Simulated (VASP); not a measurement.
Input of a VASP 6.6.1 run:

File INCAR:

```
SYSTEM = Cd48Se49
PREC = Accurate
ENCUT = 400
EDIFF = 1E-6
ISMEAR = -1
SIGMA = 0.05
LREAL = Auto
LASPH = .True.
NELM = 120
ALGO = Normal
ISIF = 2
LWAVE = .False.
LCHARG = .False.
GGA = PS
NBANDS = 489
ISYM = -1
GGA_COMPAT = .False.
KPAR = 1
```

The input KPOINTS:

```
explicit points
1
Reciprocal
  0.25000000   0.25000000   0.25000000 1
```

The input POSCAR:

```
Cd48Se49
1.0
   12.9066740000      0.0000000000      0.0000000000
    0.0000000000     14.9033430000      0.0000000000
    0.0000000000      0.0000000000     14.0415350000
Cd Se
48 49
Direct
    0.9985570000      0.1635310000      0.0036890000
    0.9960820000      0.1678760000      0.4987140000
    0.3309790000      0.1664780000      0.0017060000
    0.3296670000      0.1674170000      0.4987560000
    0.1660990000      0.4186110000      0.0018040000
    0.1574460000      0.4163580000      0.5017890000
    0.0012990000      0.6684110000      0.0000680000
    0.9990490000      0.6658450000      0.5016750000
    0.6636590000      0.1632390000      0.9985600000
    0.6613800000      0.1646260000      0.4976990000
    0.4969710000      0.4184980000      0.9975170000
    0.4936160000      0.4145060000      0.4978430000
    0.3329260000      0.6657690000      0.0003170000
    0.3330160000      0.6651060000      0.5005590000
    0.1660530000      0.9169820000      0.0014150000
    0.1640280000      0.9160950000      0.4994900000
    0.8315470000      0.4175420000      0.9976810000
    0.8155110000      0.4141580000      0.4766870000
    0.6638770000      0.6689890000      0.9994610000
    0.6684190000      0.6648560000      0.5030030000
    0.4974940000      0.9163360000      0.0011640000
    0.4966240000      0.9142580000      0.4993940000
    0.8314380000      0.9172720000      0.0018370000
    0.8311260000      0.9158120000      0.4997130000
    0.1648330000      0.0831930000      0.2517030000
    0.1671480000      0.0867530000      0.7507950000
    0.9954450000      0.3331060000      0.2487510000
    0.0121150000      0.3256220000      0.7609840000
    0.4963850000      0.0823490000      0.2506830000
    0.4940850000      0.0801910000      0.7498320000
    0.3292480000      0.3336410000      0.2503180000
    0.3320010000      0.3332510000      0.7525460000
    0.1652500000      0.5834260000      0.2515580000
    0.1696320000      0.5870990000      0.7488860000
    0.9985410000      0.8338920000      0.2504960000
    0.0044160000      0.8474830000      0.7525180000
    0.8306360000      0.0823680000      0.2514900000
    0.8317500000      0.0839510000      0.7506010000
    0.6590120000      0.3309170000      0.2371620000
    0.6499910000      0.3198140000      0.7556780000
    0.4990810000      0.5835610000      0.2521180000
    0.5079380000      0.5840790000      0.7472440000
    0.3312020000      0.8320930000      0.2501060000
    0.3329950000      0.8319000000      0.7511750000
    0.8315690000      0.5855970000      0.2456740000
    0.8491450000      0.6021000000      0.7568580000
    0.6643290000      0.8331580000      0.2516730000
    0.6659780000      0.8372240000      0.7504700000
    0.9973690000      0.1653810000      0.1902560000
    0.9984960000      0.1661390000      0.6874560000
    0.3307320000      0.1668410000      0.1888620000
    0.3324360000      0.1688360000      0.6868330000
    0.1626240000      0.4170870000      0.1889110000
    0.1713220000      0.4198150000      0.6888990000
    0.0002610000      0.6676590000      0.1873390000
    0.0131190000      0.6841630000      0.6875490000
    0.6637150000      0.1622390000      0.1852650000
    0.6620740000      0.1597210000      0.6857030000
    0.4932060000      0.4186770000      0.1846270000
    0.4924560000      0.4178420000      0.6856080000
    0.3321370000      0.6656070000      0.1881580000
    0.3388950000      0.6667720000      0.6878920000
    0.1654380000      0.9169920000      0.1888170000
    0.1725630000      0.9221460000      0.6869740000
    0.8286970000      0.4170970000      0.1859050000
    0.9242090000      0.4562640000      0.6701090000
    0.6634580000      0.6675940000      0.1868310000
    0.6740390000      0.6715910000      0.6907160000
    0.4976430000      0.9158440000      0.1886190000
    0.4979540000      0.9154700000      0.6870250000
    0.8310530000      0.9160490000      0.1891530000
    0.8331110000      0.9190890000      0.6874870000
    0.1626880000      0.0833290000      0.4389850000
    0.1650390000      0.0833690000      0.9383350000
    0.9914400000      0.3336180000      0.4364040000
    0.9996040000      0.3311940000      0.9450640000
    0.4942520000      0.0807980000      0.4379550000
    0.4957820000      0.0824290000      0.9372570000
    0.3245830000      0.3336520000      0.4374390000
    0.3307960000      0.3328440000      0.9392440000
    0.1653090000      0.5827320000      0.4391200000
    0.1659990000      0.5837470000      0.9369680000
    0.9976450000      0.8329840000      0.4377760000
    0.9986040000      0.8356320000      0.9393250000
    0.8297750000      0.0827430000      0.4388130000
    0.8320820000      0.0832640000      0.9377380000
    0.6501840000      0.3254700000      0.4236240000
    0.6639140000      0.3315140000      0.9398560000
    0.5006810000      0.5825080000      0.4395650000
    0.4996590000      0.5842660000      0.9353120000
    0.3298940000      0.8314930000      0.4376940000
    0.3314330000      0.8326320000      0.9387820000
    0.8333780000      0.5854800000      0.4329990000
    0.8324650000      0.5857010000      0.9410190000
    0.6643030000      0.8319110000      0.4391290000
    0.6648980000      0.8354890000      0.9382740000
    0.7381950000      0.4412110000      0.6524710000
```

Potentials or basis: VASP PAW PBE potentials, release 64 (Cd, Se).

Run with:

```bash
$ cat potpaw_PBE.64/Cd/POTCAR potpaw_PBE.64/Se/POTCAR > POTCAR
$ mpirun -np 4 vasp_std > vasp.out
```

(1) Estimate the largest force.

(2) Estimate the pressure.

(3) Estimate the band gap on the k mesh.

Answers

(1) 0.047 eV/Å.

(2) 0.4 GPa.

(3) 1.21 eV.

Caveat: the PAW data sets were made with another functional, which shifts forces and pressure a little.
